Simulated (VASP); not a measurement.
## NiO: single point with PBE+U

Crystal: NiO.

```
Ni O
1.0
     0.00000    2.13379    2.13379
     2.13379    0.00000    2.13379
     2.13379    2.13379    0.00000
Ni O
1 1
Direct
  0.00000 0.00000 0.00000
  0.50000 0.50000 0.50000
```

```
Program                : VASP 6.6.1
Task                   : single point
Functional             : PBE
Potentials or basis    : VASP PAW PBE potentials, release 64 (Ni, O)
Cutoff                 : 520 eV
k mesh                 : 10 × 10 × 10
Occupations            : gaussian, width 0.05 eV
Spin                   : collinear spin, ferromagnetic start
Starting moments       : [1.91, 0.21] μB
Hubbard terms          : Ni d U = 6.2 eV
Dipole correction      : no
Further INCAR settings : ALGO = Normal; EDIFF = 1e-06; NBANDS = 19
```

- Pressure: -8.2 GPa
- Band gap on the k mesh: 2.36 eV, indirect (least direct gap 3.14 eV)
- Net moment: 2.00 μB per cell
- Site moments: Ni +1.83; O +0.16 μB
- Valence electrons inside the program's atomic spheres: Ni 8.88; O 5.00

Levels at points of the mesh, in eV from the valence-band top:
Spin up:
```tsv
k point	band 5	band 6	band 7	band 8	band 9	band 10	band 11	band 12	band 13	band 14
(0.00, 0.00, 0.00)	-4.94	-4.94	-1.18	-1.18	-1.18	2.36	17.57	17.57	17.57	18.77
(0.50, 0.00, 0.00)	-4.51	-4.51	-3.11	0.00	0.00	6.59	10.54	14.57	14.57	20.14
(0.50, 0.50, 0.00)	-5.02	-4.22	-4.22	-2.46	-2.46	6.63	11.38	11.51	17.00	17.00
```
Spin down:
```tsv
k point	band 5	band 6	band 7	band 8	band 9	band 10
(0.00, 0.00, 0.00)	-0.85	-0.85	-0.85	2.62	2.62	2.71
(0.50, 0.00, 0.00)	-2.24	-1.79	-1.79	4.73	4.73	6.76
(0.50, 0.50, 0.00)	-3.15	-2.15	-2.15	3.03	3.37	7.27
```

Eigenvalues of the final occupation matrices:
```csv
site,spin,trace,eigenvalues
site 1 d,1,5.00,0.98 0.98 0.98 1.03 1.03
site 1 d,2,3.20,0.13 0.13 0.98 0.98 0.98
```

It took 14 s on 1 thread of Intel(R) Xeon(R) 6975P-C (Granite Rapids), with other jobs on the host, peak memory 0.16 GiB.

Caveat: a cell with one magnetic atom can't hold antiferromagnetic order, which such compounds often take. A k mesh can miss the band edges.
